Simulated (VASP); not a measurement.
# MnO in VASP: a series of runs

Runs on MnO. Level: PBE. Tasks: electric field gradients.

Program: VASP 6.6.1. These are calculated values, not measurements. Logs are shortened: lines on timing, memory, paths and dates and some standing lists are left out, and cuts for length are marked.

## 1. The cell of the first run

The structure is tetragonal, space group I4/mmm (No. 139). The conventional cell has a = 3.080 Å, b = 3.080 Å, c = 4.444 Å, α = 90.00°, β = 90.00°, γ = 90.00°. Within 2.9 Å of Mn (site symmetry 4/mmm) lie 6 O at 2.18 to 2.22 Å. Within 2.9 Å of O (site symmetry 4/mmm) lie 6 Mn at 2.18 to 2.22 Å.

## 2. Electric field gradients, PBE, collinear spin, ferromagnetic start (equal xx and yy strain of -2 %)

Contents of INCAR:

```
ALGO     = Normal         # electronic algorithm
EDIFF    = 1E-8           # SCF threshold, eV
ENCUT    = 520            # plane-wave cutoff, eV
GGA      = PE             # functional
ISIF     = 2              # what is computed and relaxed
ISMEAR   = -1             # smearing method
ISPIN    = 2              # spin polarisation
LASPH    = T              # aspherical terms in the spheres
LCHARG   = F              # write CHGCAR
LEFG     = T            
LMAXMIX  = 4              # l up to which the mixer works
LORBIT   = 11             # projections on sites
LREAL    = F              # projectors in reciprocal space
LWAVE    = F              # write WAVECAR
MAGMOM   = 4 0            # initial moments
NBANDS   = 20             # bands
NELM     = 150            # most SCF steps
PREC     = Accurate       # precision mode
SIGMA    = 0.05           # smearing width, eV
```

Contents of KPOINTS:

```
k-points
0
Gamma
  16 16 16
```

Contents of POSCAR:

```
MnO
1.0
    0.0000000000      2.1775600000      2.2220000000
    2.1775600000      0.0000000000      2.2220000000
    2.1775600000      2.1775600000      0.0000000000
Mn O
1 1
Direct
    0.0000000000      0.0000000000      0.0000000000
    0.5000000000      0.5000000000      0.5000000000
```

Potentials or basis: VASP PAW PBE potentials, release 64 (Mn_pv, O).

On the command line:

```sh
> cat potpaw_PBE.64/Mn_pv/POTCAR potpaw_PBE.64/O/POTCAR > POTCAR
> mpirun -np 1 vasp_std > vasp.out
```

OUTCAR:

```text
EDIFF = 1E-8
   ENCUT = 520
   GGA = PE
   ISIF = 2
   ISMEAR = -1
   ISPIN = 2
   LASPH = T
   LORBIT = 11
   LREAL = F
   NELM = 150
   PREC = Accurate

 ion  position               nearest neighbor table
   1  0.000  0.000  0.000-   2 2.18   2 2.18   2 2.18   2 2.18   2 2.22   2 2.22
   2  0.500  0.500  0.500-   1 2.18   1 2.18   1 2.18   1 2.18   1 2.22   1 2.22

  LATTYP: Found a body centered tetragonal cell.
 ALAT       =     3.0795348849
 C/A-ratio  =     1.4430750636

  Lattice vectors:

 A1 = (  -2.1775600000,   0.0000000000,   2.2220000000)
 A2 = (   2.1775600000,   0.0000000000,   2.2220000000)
 A3 = (   0.0000000000,   2.1775600000,  -2.2220000000)

Analysis of symmetry for initial positions (statically):
=====================================================================
 Subroutine PRICEL returns:
 Original cell was already a primitive cell.

 Routine SETGRP: Setting up the symmetry group for a
 body centered tetragonal supercell.

 Subroutine GETGRP returns: Found 16 space group operations
 (whereof 16 operations were pure point group operations)
 out of a pool of 16 trial point group operations.

The static configuration has the point symmetry D_4h.

Analysis of symmetry for dynamics (positions and initial velocities):
=====================================================================
 Subroutine PRICEL returns:
 Original cell was already a primitive cell.

 Routine SETGRP: Setting up the symmetry group for a
 body centered tetragonal supercell.

 Subroutine GETGRP returns: Found 16 space group operations
 (whereof 16 operations were pure point group operations)
 out of a pool of 16 trial point group operations.

The dynamic configuration has the point symmetry D_4h.

Analysis of structural, dynamic, and magnetic symmetry:
=====================================================================
 Subroutine PRICEL returns:
 Original cell was already a primitive cell.

 Routine SETGRP: Setting up the symmetry group for a
 body centered tetragonal supercell.

 Subroutine GETGRP returns: Found 16 space group operations
[... 165 lines left out ...]
      5       4.0905      1.00000
      6       4.0905      1.00000
[... 541 lines left out ...]
     19      28.6518      0.00000
     20      29.5704      0.00000

 [... further k-points ...]

 spin component 2

 k-point     1 :       0.0000    0.0000    0.0000
  band No.  band energies     occupation
      1     -37.7308      1.00000
      2     -37.7308      1.00000
      3     -37.6998      1.00000
      4     -12.1549      1.00000
      5       4.4540      1.00000
      6       4.4541      1.00000
[... 541 lines left out ...]
     19      30.5340      0.00000
     20      31.6658      0.00000

 [... further k-points ...]

------------------------ aborting loop because EDIFF is reached ----------------------------------------

  FORCE on cell =-STRESS in cart. coord.  units (eV):
  Direction    XX          YY          ZZ          XY          YZ          ZX
  --------------------------------------------------------------------------------------
  -------------------------------------------------------------------------------------
  Total        0.6359934      0.6359934      0.5932173      0.0000000      0.0000000      0.0000000
  in kB       48.3558371     48.3558371     45.1034850      0.0000000      0.0000000      0.0000000
  external PRESSURE =      47.2717197 kB  Pullay stress =       0.0000000 kB

 VOLUME and BASIS-vectors are now :
 -----------------------------------------------------------------------------
  energy-cutoff  :      520.00
  volume of cell :       21.07
      direct lattice vectors                 reciprocal lattice vectors
     0.000000000  2.177560000  2.222000000    -0.229614798  0.229614798  0.225022502
     2.177560000  0.000000000  2.222000000     0.229614798 -0.229614798  0.225022502
     2.177560000  2.177560000  0.000000000     0.229614798  0.229614798 -0.225022502

 POSITION                                       TOTAL-FORCE (eV/Angst)
 -----------------------------------------------------------------------------------
      0.00000      0.00000      0.00000         0.000000     -0.000000      0.000000
      2.17756      2.17756      2.22200         0.000000      0.000000     -0.000000
 -----------------------------------------------------------------------------------
    total drift:                                0.000000     -0.000000     -0.000000

  FREE ENERGIE OF THE ION-ELECTRON SYSTEM (eV)
  ---------------------------------------------------
  free  energy   TOTEN  =       -16.3925249594 eV

  energy  without entropy=      -16.3843699401  energy(sigma->0) =      -16.38844745

 Electric field gradients (V/A^2)
---------------------------------------------------------------------
 ion       V_xx      V_yy      V_zz      V_xy      V_xz      V_yz
---------------------------------------------------------------------
   1      -2.852    -2.852     5.704     0.004     0.003     0.003
   2       1.723     1.723    -3.445    -0.002    -0.001    -0.001
---------------------------------------------------------------------

 Electric field gradients after diagonalization (V/A^2)
 (convention: |V_zz| > |V_xx| > |V_yy|)
----------------------------------------------------------------------
 ion       V_xx      V_yy      V_zz     asymmetry (V_yy - V_xx)/ V_zz
----------------------------------------------------------------------
   1      -2.856    -2.848     5.704       0.001
   2       1.724     1.721    -3.445       0.001
----------------------------------------------------------------------

           NMR quadrupolar parameters

 Cq : quadrupolar parameter    Cq=e*Q*V_zz/h
 eta: asymmetry parameters     (V_yy - V_xx)/ V_zz
 Q  : nuclear electric quadrupole moment in mb (millibarn)
----------------------------------------------------------------------
 ion       Cq(MHz)       eta       Q (mb)
----------------------------------------------------------------------
   1       0.014       0.001       1.000
   2      -0.008       0.001       1.000
----------------------------------------------------------------------

 total charge

# of ion       s       p       d       tot
------------------------------------------
    1        0.210   6.190   5.002  11.401
    2        1.562   3.429   0.000   4.991
--------------------------------------------------
tot          1.772   9.619   5.002  16.392

 magnetization (x)

# of ion       s       p       d       tot
------------------------------------------
    1        0.034   0.026   4.174   4.234
    2        0.031   0.162   0.000   0.193
--------------------------------------------------
tot          0.065   0.188   4.174   4.427
```

OSZICAR:

```text
N       E                     dE             d eps       ncg     rms          rms(c)
DAV:   1     0.169075721086E+03    0.16908E+03   -0.10318E+04 28124   0.113E+03
DAV:   2    -0.103594894607E+02   -0.17944E+03   -0.16713E+03 28572   0.329E+02
DAV:   3    -0.186156709575E+02   -0.82562E+01   -0.81571E+01 31512   0.759E+01
DAV:   4    -0.186747494540E+02   -0.59078E-01   -0.59065E-01 32048   0.662E+00
DAV:   5    -0.186752464309E+02   -0.49698E-03   -0.49697E-03 31444   0.605E-01    0.144E+01
DAV:   6    -0.166840964564E+02    0.19911E+01   -0.92097E+00 38276   0.343E+01    0.132E+01
DAV:   7    -0.164044366353E+02    0.27966E+00   -0.11878E+00 32252   0.159E+01    0.805E+00
DAV:   8    -0.164029214469E+02    0.15152E-02   -0.10566E-01 30900   0.241E+00    0.477E+00
DAV:   9    -0.163898390754E+02    0.13082E-01   -0.30450E-02 30628   0.191E+00    0.110E+00
DAV:  10    -0.163921393862E+02   -0.23003E-02   -0.59087E-03 30316   0.901E-01    0.242E-01
DAV:  11    -0.163924808587E+02   -0.34147E-03   -0.80796E-04 32376   0.261E-01    0.779E-02
DAV:  12    -0.163925121995E+02   -0.31341E-04   -0.27809E-05 30956   0.592E-02    0.288E-02
DAV:  13    -0.163925194059E+02   -0.72064E-05   -0.41231E-06 32308   0.191E-02    0.283E-02
DAV:  14    -0.163925248503E+02   -0.54444E-05   -0.48224E-06 30928   0.170E-02    0.608E-03
DAV:  15    -0.163925249751E+02   -0.12477E-06   -0.15429E-07 32080   0.345E-03    0.223E-03
DAV:  16    -0.163925249544E+02    0.20706E-07   -0.34580E-08 31552   0.154E-03    0.137E-03
DAV:  17    -0.163925249594E+02   -0.50386E-08   -0.13293E-08 28496   0.114E-03
   1 F= -.16392525E+02 E0= -.16388447E+02  d E =-.815502E-02  mag=     4.6439
```

It took 2.2 min on 1 thread of Intel Xeon Platinum 8488C (Sapphire Rapids), shared host; peak memory 0.32 GiB.

Results:

```yaml
Free_energy: -16.3925 eV
Pressure: 4.7 GPa
Net_moment: 4.64 μB per cell
Site_moments: Mn +4.23; O +0.19 μB
Largest_electric_field_gradient_by_atom: Mn +5.7; O -3.4 V/Å²
Valence_electrons_inside_the_program's_atomic_spheres: Mn 11.40; O 4.99
```

Levels at points of the mesh, in eV from the Fermi level:
Spin up:
| k point | band 9 | band 10 | band 11 | band 12 | band 13 | band 14 | band 15 | band 16 |
| --- | --- | --- | --- | --- | --- | --- | --- | --- |
| (0.00, 0.00, 0.00) | -3.25 | -3.25 | -2.77 | -2.68 | -0.35 | 14.08 | 16.66 | 16.66 |
| (0.50, 0.00, 0.00) | -2.30 | -1.86 | 0.20 | 0.39 | 3.55 | 8.06 | 11.93 | 12.37 |
| (0.50, 0.50, 0.00) | -2.26 | -2.02 | -2.02 | -1.88 | 5.29 | 7.86 | 10.79 | 14.22 |
| (0.50, 0.00, 0.50) | -2.26 | -2.04 | -1.99 | -1.83 | 5.32 | 8.09 | 10.54 | 13.85 |
Spin down:
| k point | band 3 | band 4 | band 5 | band 6 | band 7 | band 8 | band 9 | band 10 | band 11 | band 12 |
| --- | --- | --- | --- | --- | --- | --- | --- | --- | --- | --- |
| (0.00, 0.00, 0.00) | -45.79 | -20.25 | -3.64 | -3.64 | -3.57 | 0.49 | 0.61 | 0.61 | 0.83 | 1.26 |
| (0.50, 0.00, 0.00) | -45.81 | -19.20 | -7.78 | -5.22 | -5.17 | 1.84 | 1.86 | 1.90 | 3.59 | 3.73 |
| (0.50, 0.50, 0.00) | -45.85 | -19.28 | -6.80 | -4.59 | -4.59 | -1.10 | 1.84 | 2.15 | 2.34 | 2.34 |
| (0.50, 0.00, 0.50) | -45.82 | -19.24 | -6.77 | -4.71 | -4.57 | -1.10 | 1.88 | 2.15 | 2.31 | 2.37 |

Electric field gradients, principal values (V/Å²):
```tsv
atom	least	middle	greatest (by size)
1 Mn	-2.848	-2.856	5.704
2 O	1.721	1.724	-3.445
```

Caveat: the cell differs from its parent crystal (equal xx and yy strain of -2 %); the cell stands under pressure; without QUAD_EFG the Cq values of the log hold for a quadrupole moment of 1 mb, not for the nuclei; a cell with one magnetic atom can't hold antiferromagnetic order, which such compounds often take; semilocal functionals often make such compounds metallic where correlation or magnetic order opens a gap, which also shifts bond lengths.

## 3. Electric field gradients, PBE, collinear spin, ferromagnetic start (equal xx and yy strain of -2 %)

Contents of INCAR:

```
SYSTEM = MnO
PREC = Accurate
ENCUT = 520
EDIFF = 1E-8
ISMEAR = -1
SIGMA = 0.05
LREAL = .FALSE.
LASPH = .TRUE.
NELM = 150
ALGO = Normal
ISIF = 2
LWAVE = .FALSE.
LCHARG = .FALSE.
ISPIN = 2
MAGMOM = 4 0
LORBIT = 11
LMAXMIX = 4
GGA = PE
LEFG = .TRUE.
NBANDS = 20
```

Contents of KPOINTS:

```
regular mesh
0
G
  16 16 16
  0 0 0
```

POSCAR is that of step 2.

Potentials or basis: VASP PAW PBE potentials, release 64 (Mn_pv, O).

On the command line:

```sh
> cat potpaw_PBE.64/Mn_pv/POTCAR potpaw_PBE.64/O/POTCAR > POTCAR
> mpirun -np 1 vasp_std > vasp.out
```

OUTCAR:

```text
SYSTEM = MnO
   PREC = Accurate
   ENCUT = 520
   EDIFF = 1E-8
   ISMEAR = -1
   LREAL = .FALSE.
   LASPH = .TRUE.
   NELM = 150
   ISIF = 2
   ISPIN = 2
   LORBIT = 11
   GGA = PE

 ion  position               nearest neighbor table
   1  0.000  0.000  0.000-   2 2.18   2 2.18   2 2.18   2 2.18   2 2.22   2 2.22
   2  0.500  0.500  0.500-   1 2.18   1 2.18   1 2.18   1 2.18   1 2.22   1 2.22

  LATTYP: Found a body centered tetragonal cell.
 ALAT       =     3.0795348849
 C/A-ratio  =     1.4430750636

  Lattice vectors:

 A1 = (  -2.1775600000,   0.0000000000,   2.2220000000)
 A2 = (   2.1775600000,   0.0000000000,   2.2220000000)
 A3 = (   0.0000000000,   2.1775600000,  -2.2220000000)

Analysis of symmetry for initial positions (statically):
=====================================================================
 Subroutine PRICEL returns:
 Original cell was already a primitive cell.

 Routine SETGRP: Setting up the symmetry group for a
 body centered tetragonal supercell.

 Subroutine GETGRP returns: Found 16 space group operations
[... 1321 lines left out ...]
    total drift:                                0.000000     -0.000000     -0.000000

  FREE ENERGIE OF THE ION-ELECTRON SYSTEM (eV)
  ---------------------------------------------------
  free  energy   TOTEN  =       -16.3925249594 eV

  energy  without entropy=      -16.3843699401  energy(sigma->0) =      -16.38844745

 Electric field gradients (V/A^2)
---------------------------------------------------------------------
 ion       V_xx      V_yy      V_zz      V_xy      V_xz      V_yz
---------------------------------------------------------------------
   1      -2.852    -2.852     5.704     0.004     0.003     0.003
   2       1.723     1.723    -3.445    -0.002    -0.001    -0.001
---------------------------------------------------------------------

 Electric field gradients after diagonalization (V/A^2)
 (convention: |V_zz| > |V_xx| > |V_yy|)
----------------------------------------------------------------------
 ion       V_xx      V_yy      V_zz     asymmetry (V_yy - V_xx)/ V_zz
----------------------------------------------------------------------
   1      -2.856    -2.848     5.704       0.001
   2       1.724     1.721    -3.445       0.001
----------------------------------------------------------------------

           NMR quadrupolar parameters

 Cq : quadrupolar parameter    Cq=e*Q*V_zz/h
 eta: asymmetry parameters     (V_yy - V_xx)/ V_zz
 Q  : nuclear electric quadrupole moment in mb (millibarn)
----------------------------------------------------------------------
 ion       Cq(MHz)       eta       Q (mb)
----------------------------------------------------------------------
   1       0.014       0.001       1.000
   2      -0.008       0.001       1.000
----------------------------------------------------------------------

 total charge

# of ion       s       p       d       tot
------------------------------------------
    1        0.210   6.190   5.002  11.401
    2        1.562   3.429   0.000   4.991
--------------------------------------------------
tot          1.772   9.619   5.002  16.392

 magnetization (x)

# of ion       s       p       d       tot
------------------------------------------
    1        0.034   0.026   4.174   4.234
    2        0.031   0.162   0.000   0.193
--------------------------------------------------
tot          0.065   0.188   4.174   4.427
```

OSZICAR:

```text
N       E                     dE             d eps       ncg     rms          rms(c)
DAV:   1     0.169075721086E+03    0.16908E+03   -0.10318E+04 28124   0.113E+03
DAV:   2    -0.103594894607E+02   -0.17944E+03   -0.16713E+03 28572   0.329E+02
DAV:   3    -0.186156709575E+02   -0.82562E+01   -0.81571E+01 31512   0.759E+01
DAV:   4    -0.186747494540E+02   -0.59078E-01   -0.59065E-01 32048   0.662E+00
DAV:   5    -0.186752464309E+02   -0.49698E-03   -0.49697E-03 31444   0.605E-01    0.144E+01
DAV:   6    -0.166840964564E+02    0.19911E+01   -0.92097E+00 38276   0.343E+01    0.132E+01
DAV:   7    -0.164044366353E+02    0.27966E+00   -0.11878E+00 32252   0.159E+01    0.805E+00
DAV:   8    -0.164029214469E+02    0.15152E-02   -0.10566E-01 30900   0.241E+00    0.477E+00
DAV:   9    -0.163898390754E+02    0.13082E-01   -0.30450E-02 30628   0.191E+00    0.110E+00
DAV:  10    -0.163921393862E+02   -0.23003E-02   -0.59087E-03 30316   0.901E-01    0.242E-01
DAV:  11    -0.163924808587E+02   -0.34147E-03   -0.80796E-04 32376   0.261E-01    0.779E-02
DAV:  12    -0.163925121995E+02   -0.31341E-04   -0.27809E-05 30956   0.592E-02    0.288E-02
DAV:  13    -0.163925194059E+02   -0.72064E-05   -0.41231E-06 32308   0.191E-02    0.283E-02
DAV:  14    -0.163925248503E+02   -0.54444E-05   -0.48224E-06 30928   0.170E-02    0.608E-03
DAV:  15    -0.163925249751E+02   -0.12477E-06   -0.15429E-07 32080   0.345E-03    0.223E-03
DAV:  16    -0.163925249544E+02    0.20706E-07   -0.34580E-08 31552   0.154E-03    0.137E-03
DAV:  17    -0.163925249594E+02   -0.50386E-08   -0.13293E-08 28496   0.114E-03
   1 F= -.16392525E+02 E0= -.16388447E+02  d E =-.815502E-02  mag=     4.6439
```

stdout:

```text
POSCAR found type information on POSCAR MnO
 POSCAR found :  2 types and       2 ions
 scaLAPACK will be used
 LDA part: xc-table for (Slater+PW92), standard interpolation
 POSCAR, INCAR and KPOINTS ok, starting setup
 FFT: planning ... GRIDC
 FFT: planning ... GRID_SOFT
 FFT: planning ... GRID
 WAVECAR not read
 entering main loop
ion   1

ion   2
```

It took 7.2 min on 1 thread of Intel Xeon 8259CL, shared host; peak memory 0.33 GiB.

What came out:

* Free energy: -16.3925 eV
* Pressure: 4.7 GPa
* Net moment: 4.64 μB per cell
* Site moments: Mn +4.23; O +0.19 μB
* Largest electric field gradient by atom: Mn +5.7; O -3.4 V/Å²
* Valence electrons inside the program's atomic spheres: Mn 11.40; O 4.99

Electric field gradients, principal values (V/Å²):
```csv
atom,least,middle,greatest (by size)
1 Mn,-2.848,-2.856,5.704
2 O,1.721,1.724,-3.445
```

Caveat: the cell differs from its parent crystal (equal xx and yy strain of -2 %); the cell stands under pressure; without QUAD_EFG the Cq values of the log hold for a quadrupole moment of 1 mb, not for the nuclei; a cell with one magnetic atom can't hold antiferromagnetic order, which such compounds often take; semilocal functionals often make such compounds metallic where correlation or magnetic order opens a gap, which also shifts bond lengths.

(Part 1 of 2 ends here.)
